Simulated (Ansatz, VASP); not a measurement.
**MgO: VASP beside Ansatz**

```
Mg O
1.0
     3.31529    0.00000    0.00000
    -1.65764    2.87112    0.00000
     0.00000    0.00000    5.12155
Mg O
2 2
Direct
  0.31905 0.70568 0.00632
  0.68095 0.29432 0.50632
  0.34653 0.63062 0.39828
  0.65347 0.36938 0.89828
```

Change from the starting cell: mode 4 frozen in at -0.112 Å and mode 5 at +0.112 Å (largest displacements).

Alike in both runs: task single point; functional PBE; k mesh 9 × 9 × 6; occupations gaussian, width 0.05 eV; no spin polarisation.

|  | VASP | Ansatz |
| --- | --- | --- |
| version | VASP 6.6.1 | Ansatz 0.2.0 |
| potentials or method | VASP PAW PBE potentials, release 64 (Mg, O), cutoff 520 eV | scalar-relativistic, plane waves, PAW |
| valence electrons in the cell | 16 | 32 |

|  | VASP | Ansatz | Ansatz less VASP |
| --- | --- | --- | --- |
| gap on the k mesh at the Fermi level (eV) | 3.23 | 3.25 | +0.021 |
| least direct gap on the mesh (eV) | 3.23 | 3.25 | +0.021 |
| pressure (GPa) | -0.9 | -0.4 | +0.43 |
| traceless stress, the component that is largest in VASP (GPa) | 0.67 | 0.68 | +0.004 |
| rms of the force components (eV/Å) | 0.235 | 0.233 | -0.0023 |

Atom by atom the forces differ by 0.002 eV/Å (rms over components). VASP's potentials hold 16 valence electrons a cell and Ansatz's 32, so a difference there can come from the potentials and not from the codes.
